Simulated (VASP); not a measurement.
Here is a VASP 6.6.1 calculation.

Contents of INCAR:

```
  PREC = Accurate
  ENCUT = 520
  EDIFF = 1E-6
  ISMEAR = 0
  SIGMA = 0.1
  LREAL = False
  LASPH = True
  NELM = 80
  ALGO = Normal
  ISIF = 2
  LWAVE = False
  LCHARG = True
  GGA = PE
  LELF = True
  LVHAR = True
  NBANDS = 69
```

File KPOINTS:

```
regular mesh
0
Gamma
  10 10 4
```

POSCAR

```
ZrMo3C
1.0
    3.2615242048      0.0000000000      0.0000000000
    0.0000000000      3.2615242048      0.0000000000
    0.0000000000      0.0000000000     14.0215460717
Zr Mo C
2 6 2
Direct
    0.0000000000      0.5000000000      0.9190459243
    0.5000000000      0.0000000000      0.0809540757
    0.5000000000      0.0000000000      0.5518183759
    0.0000000000      0.5000000000      0.4481816241
    0.5000000000      0.0000000000      0.7677767435
    0.0000000000      0.5000000000      0.2322232565
    0.5000000000      0.0000000000      0.3293749096
    0.0000000000      0.5000000000      0.6706250904
    0.5000000000      0.0000000000      0.9156223387
    0.0000000000      0.5000000000      0.0843776613
```

Potentials or basis: VASP PAW PBE potentials, release 64 (Zr_sv, Mo_sv, C).

Launch:

```console
$ cat potpaw_PBE.64/Zr_sv/POTCAR potpaw_PBE.64/Mo_sv/POTCAR potpaw_PBE.64/C/POTCAR > POTCAR
$ mpirun -np 1 vasp_std > vasp.out
```

**Question.** What does it give for the pressure?

**Answer.** 0.4 GPa.

**Question.** Estimate the largest force.

**Answer.** 0.012 eV/Å.

Forces in eV/Å, atoms in the order of the input:
```
Zr   0.000  0.000 -0.003
Zr   0.000  0.000  0.003
Mo   0.000  0.000  0.008
Mo   0.000  0.000 -0.008
Mo   0.000  0.000  0.012
Mo   0.000  0.000 -0.012
Mo   0.000  0.000  0.009
Mo   0.000  0.000 -0.009
C    0.000  0.000  0.007
C    0.000  0.000 -0.007
```
